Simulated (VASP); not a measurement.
# ScHg (Pm-3m) in VASP: relaxation of cell and atoms with LDA

Aim: the relaxation of cell and atoms of ScHg with LDA.

All numbers are computed with VASP 6.6.1; they aren't measurements. Logs are shortened: lines on timing, memory, paths and dates and some standing lists are left out, and cuts for length are marked.

## Step 1: The cell of the first run

It takes space group Pm-3m (No. 221, cubic). The conventional cell has a = 3.525 Å, b = 3.525 Å, c = 3.525 Å, α = 90.00°, β = 90.00°, γ = 90.00°. Sc (site symmetry m-3m) has 8 Hg at 3.05 Å and 6 Sc at 3.52 Å within 4.0 Å. Hg (site symmetry m-3m) has 8 Sc at 3.05 Å and 6 Hg at 3.52 Å within 4.0 Å.

## Step 2: Relaxation of cell and atoms, LDA

File INCAR:

```
  PREC = Accurate
  ENCUT = 500
  EDIFF = 1E-7
  ISMEAR = 0
  SIGMA = 0.1
  LREAL = False
  LASPH = True
  NELM = 120
  ALGO = Normal
  ISIF = 3
  LWAVE = False
  LCHARG = False
  IBRION = 2
  NSW = 70
  EDIFFG = -0.005
  GGA_COMPAT = False
  NELMIN = 4
```

File KPOINTS:

```
Automatic mesh
0
Gamma
  12 12 12
```

File POSCAR:

```
ScHg
1.0
    3.5245126064      0.0000000000      0.0000000000
    0.0000000000      3.5245126064      0.0000000000
    0.0000000000      0.0000000000      3.5245126064
Sc Hg
1 1
Direct
    0.5000000000      0.5000000000      0.5000000000
    0.0000000000      0.0000000000      0.0000000000
```

Potentials or basis: VASP PAW LDA potentials, release 64 (Sc_sv, Hg_sv_GW).

Run with:

```bash
cat potpaw_LDA.64/Sc_sv/POTCAR potpaw_LDA.64/Hg_sv_GW/POTCAR > POTCAR
mpirun -np 1 vasp_std > vasp.out
```

OUTCAR:

```text
PREC = Accurate
   ENCUT = 500
   EDIFF = 1E-7
   ISMEAR = 0
   LREAL = False
   LASPH = True
   NELM = 120
   ISIF = 3
   IBRION = 2
   NSW = 70
   EDIFFG = -0.005
   NELMIN = 4

 ion  position               nearest neighbor table
   1  0.500  0.500  0.500-   2 3.05   2 3.05   2 3.05   2 3.05   2 3.05   2 3.05   2 3.05   2 3.05

   2  0.000  0.000  0.000-   1 3.05   1 3.05   1 3.05   1 3.05   1 3.05   1 3.05   1 3.05   1 3.05

  LATTYP: Found a simple cubic cell.
 ALAT       =     3.5245126064

  Lattice vectors:

 A1 = (   3.5245126064,   0.0000000000,   0.0000000000)
 A2 = (   0.0000000000,   3.5245126064,   0.0000000000)
 A3 = (   0.0000000000,   0.0000000000,   3.5245126064)

Analysis of symmetry for initial positions (statically):
=====================================================================
 Subroutine PRICEL returns:
 Original cell was already a primitive cell.

 Routine SETGRP: Setting up the symmetry group for a
 simple cubic supercell.

 Subroutine GETGRP returns: Found 48 space group operations
 (whereof 48 operations were pure point group operations)
 out of a pool of 48 trial point group operations.

The static configuration has the point symmetry O_h .

Analysis of symmetry for dynamics (positions and initial velocities):
=====================================================================
 Subroutine PRICEL returns:
 Original cell was already a primitive cell.

 Routine SETGRP: Setting up the symmetry group for a
 simple cubic supercell.

 Subroutine GETGRP returns: Found 48 space group operations
 (whereof 48 operations were pure point group operations)
 out of a pool of 48 trial point group operations.

The dynamic configuration has the point symmetry O_h .

 Subroutine INISYM returns: Found 48 space group operations
 (whereof 48 operations are pure point group operations),
 and found     1 'primitive' translations

----------------------------------------------------------------------------------------

                                     Primitive cell

  volume of cell :      43.7822

  direct lattice vectors                    reciprocal lattice vectors
     3.524512606  0.000000000  0.000000000     0.283727174  0.000000000  0.000000000
     0.000000000  3.524512606  0.000000000     0.000000000  0.283727174  0.000000000
     0.000000000  0.000000000  3.524512606     0.000000000  0.000000000  0.283727174

  length of vectors
     3.524512606  3.524512606  3.524512606     0.283727174  0.283727174  0.283727174

  position of ions in fractional coordinates (direct lattice)
     0.500000000  0.500000000  0.500000000
     0.000000000  0.000000000  0.000000000

  ion indices of the primitive-cell ions
   primitive index   ion index
                 1           1
                 2           2

----------------------------------------------------------------------------------------

 KPOINTS: Automatic mesh

Automatic generation of k-mesh.
 Grid dimensions read from file:
 generate k-points for:   12   12   12

 Generating k-lattice:

  Cartesian coordinates                     Fractional coordinates (reciprocal lattice)
     0.023643931  0.000000000  0.000000000     0.083333333  0.000000000  0.000000000
     0.000000000  0.023643931  0.000000000     0.000000000  0.083333333  0.000000000
     0.000000000  0.000000000  0.023643931     0.000000000  0.000000000  0.083333333

  Length of vectors
     0.023643931  0.023643931  0.023643931

  Shift w.r.t. Gamma in fractional coordinates (k-lattice)
     0.000000000  0.000000000  0.000000000

 Subroutine IBZKPT returns following result:
 ===========================================

 Found     84 irreducible k-points:

 Following reciprocal coordinates:
            Coordinates               Weight
  0.000000  0.000000  0.000000      1.000000
  0.083333  0.000000  0.000000      6.000000
  0.166667  0.000000  0.000000      6.000000
  0.250000  0.000000  0.000000      6.000000
  0.333333  0.000000  0.000000      6.000000
  0.416667  0.000000  0.000000      6.000000
[... 16 lines left out ...]
  0.333333  0.333333  0.000000     12.000000
  0.416667  0.333333  0.000000     24.000000
 [... further k-points ...]
   k-points           NKPTS =     84   k-points in BZ     NKDIM =     84   number of bands    NBANDS=     19
   number of dos      NEDOS =    301   number of ions     NIONS =      2
   total plane-waves  NPLWV =  21952
   dimension x,y,z NGX =    28 NGY =   28 NGZ =   28
   dimension x,y,z NGXF=    56 NGYF=   56 NGZF=   56
   ions per type =               1   1
   NGX,Y,Z   is equivalent  to a cutoff of  13.21, 13.21, 13.21 a.u.
   NGXF,Y,Z  is equivalent  to a cutoff of  26.41, 26.41, 26.41 a.u.
 SYSTEM =  unknown system
   PREC   = accura    normal or accurate (medium, high low for compatibility)
   ISTART =      0    job   : 0-new  1-cont  2-samecut
   ICHARG =      2    charge: 1-file 2-atom 10-const
   ISPIN  =      1    spin polarized calculation?
   LNONCOLLINEAR =      F non collinear calculations
   LSORBIT =      F    spin-orbit coupling
   LASPH  =      T    aspherical Exc in radial PAW
   ENCUT  =  500.0 eV  36.75 Ry    6.06 a.u.   6.43  6.43  6.43*2*pi/ulx,y,z
   NELM   =    120;   NELMIN=  4; NELMDL= -5     # of ELM steps
   EDIFF  = 0.1E-06   stopping-criterion for ELM
   LREAL  =      F    real-space projection
   EDIFFG = -.5E-02   stopping-criterion for IOM
   NSW    =     70    number of steps for IOM
   IBRION =      2    ionic relax: 0-MD 1-quasi-New 2-CG
   NFREE  =      1    steps in history (QN), initial steepest desc. (CG)
   ISIF   =      3    stress and relaxation
   ISYM   =      2    0-nonsym 1-usesym 2-fastsym
   POTIM  = 0.5000    time-step for ionic-motion
   TEBEG  =    0.0;   TEEND  =   0.0 temperature during run
   PSTRESS=    0.0 pullay stress
   NELECT =      31.0000    total number of electrons
   NUPDOWN=      -1.0000    fix difference up-down
   EMIN   =  10.00;   EMAX   =-10.00  energy-range for DOS
   EFERMI =   0.00;   METHOD = LEGACY
   ISMEAR =     0;   SIGMA  =   0.10  broadening in eV -4-tet -1-fermi 0-gaus
   EFERMI_NEDOS =   21; number of points for ismear=-14 and -15
   IALGO  =     38    algorithm
   IMIX   =      4    mixing-type and parameters
     AMIX     =   0.40;   BMIX     =  1.00
     AMIX_MAG =   1.60;   BMIX_MAG =  1.00
  volume/ion in A,a.u.               =      21.89       147.73
  Fermi-wavevector in a.u.,A,eV,Ry     =   1.459138  2.757371 28.967937  2.129083
  Thomas-Fermi vector in A             =   2.575740
   LORBIT       =      0    0 simple, 1 ext, 2 COOP (PROOUT), +10 PAW based schemes
   GGA     = CA    functional components
   LHFCALC =     F    Hartree Fock is set to
   AEXX    =    0.0000 exact exchange contribution
   IVDW    =     0    specifies the selected vdW correction
   LEPSILON=     F    determine dielectric tensor
   LRPA    =     F    only Hartree local field effects (RPA)
 conjugate gradient relaxation of ions
 non-spin polarized calculation
 Gauss-broadening in eV      SIGMA  =   0.10
  energy-cutoff  :      500.00
  volume of cell :       43.78
 maximum number of plane-waves:      1141
 NGX is ok and might be reduce to    28
   NGX = 13   NGY = 13   NGZ = 13

--------------------------------------- Ionic step        1  -------------------------------------------

 number of electron      30.9999999 magnetization

 Free energy of the ion-electron system (eV)
  ---------------------------------------------------
  ext. energy  EPLUGINS =         0.00000000
  ---------------------------------------------------
  free energy    TOTEN  =        -8.78312726 eV

  energy without entropy =       -8.77099334  energy(sigma->0) =       -8.77706030

------------------------ aborting loop because EDIFF is reached ----------------------------------------

  FORCE on cell =-STRESS in cart. coord.  units (eV):
  Direction    XX          YY          ZZ          XY          YZ          ZX
  --------------------------------------------------------------------------------------
  -------------------------------------------------------------------------------------
  Total       -1.9551381     -1.9551381     -1.9551381      0.0000000     -0.0000000      0.0000000
  in kB      -71.5468975    -71.5468975    -71.5468975      0.0000000     -0.0000000      0.0000000
  external PRESSURE =     -71.5468975 kB  Pullay stress =       0.0000000 kB
[... 57 lines left out ...]
  energy  without entropy=       -8.8079889875  energy(sigma->0) =       -8.81367811

--------------------------------------- Ionic step        3  -------------------------------------------

 number of electron      31.0000007 magnetization

 Free energy of the ion-electron system (eV)
  ---------------------------------------------------
  ext. energy  EPLUGINS =         0.00000000
  ---------------------------------------------------
  free energy    TOTEN  =        -8.86830603 eV

  energy without entropy =       -8.85657291  energy(sigma->0) =       -8.86243947

 E-fermi :   6.5691     XC(G=0): -11.8537

 val. band max:        6.5603787910   @ k =   0.4167   0.0833   0.0000
 cond. band min:       6.5698402892   @ k =   0.3333   0.0000   0.0000
 fundamental gap:      0.0094614982
 Fermi energy:         6.5690778580

 k-point     1 :       0.0000    0.0000    0.0000
  band No.  band energies     occupation
      1    -108.6872      2.00000
      2     -57.2690      2.00000
      3     -57.2690      2.00000
      4     -57.2690      2.00000
      5     -42.7856      2.00000
      6     -21.7002      2.00000
[... 11 lines left out ...]
     18       9.1542      0.00000
     19       9.1542      0.00000
[... 489 lines left out ...]
      3     -57.2743      2.00000
      4     -57.2680      2.00000
      5     -42.7651      2.00000
      6     -21.8259      2.00000
[... 11 lines left out ...]
     18       8.3208      0.00000
     19       8.7804      0.00000

 [... further k-points ...]

------------------------ aborting loop because EDIFF is reached ----------------------------------------

  FORCE on cell =-STRESS in cart. coord.  units (eV):
  Direction    XX          YY          ZZ          XY          YZ          ZX
  --------------------------------------------------------------------------------------
  -------------------------------------------------------------------------------------
  Total       -0.0055938     -0.0055938     -0.0055938      0.0000000      0.0000000     -0.0000000
  in kB       -0.2226084     -0.2226084     -0.2226084      0.0000000      0.0000000     -0.0000000
  external PRESSURE =      -0.2226084 kB  Pullay stress =       0.0000000 kB
[... 17 lines left out ...]
  FREE ENERGIE OF THE ION-ELECTRON SYSTEM (eV)
  ---------------------------------------------------
  free  energy   TOTEN  =        -8.8683060258 eV

  energy  without entropy=       -8.8565729112  energy(sigma->0) =       -8.86243947

 reached required accuracy - stopping structural energy minimisation
```

Run time: 92 s. Hardware: 1 thread of AMD EPYC 9R45 (Zen 5), shared host; peak memory 0.19 GiB.

What came out:

```yaml
Free_energy: -8.8683 eV
Relaxed_volume: 20.13 Å³/atom
Relaxed_cell: a = 3.427 Å, b = 3.427 Å, c = 3.427 Å, α = 90.00°, β = 90.00°, γ = 90.00°
Space_group_after_relaxing_to_0.1_Å: Pm-3m (No. 221)
Energy_gained_by_relaxing: 42.6 meV/atom
Ionic_steps: 3
Pressure_after_relaxing: 0.0 GPa
Band_gap_on_the_k_mesh: zero (an odd number of electrons rules out a gap without spin polarisation)
```

The path:
```tsv
step	energy change (eV)	largest force (eV/Å)	pressure (GPa)	volume (Å³)
1	0.0000	0.0000	-7.15	43.78
2	-0.0362	0.0000	7.02	37.88
3	-0.0852	0.0000	-0.02	40.26
```

Final structure:
```cif
data_structure
_symmetry_space_group_name_H-M 'P 1'
_symmetry_Int_Tables_number 1
_cell_length_a 3.4273
_cell_length_b 3.4273
_cell_length_c 3.4273
_cell_angle_alpha 90.000
_cell_angle_beta 90.000
_cell_angle_gamma 90.000
_cell_volume 40.26
loop_
_atom_site_label
_atom_site_type_symbol
_atom_site_fract_x
_atom_site_fract_y
_atom_site_fract_z
_atom_site_occupancy
Sc1 Sc 0.50000 0.50000 0.50000 1
Hg1 Hg 0.00000 0.00000 0.00000 1
```

Caveat: spin-orbit coupling is left out, which moves the levels of the heavy elements.
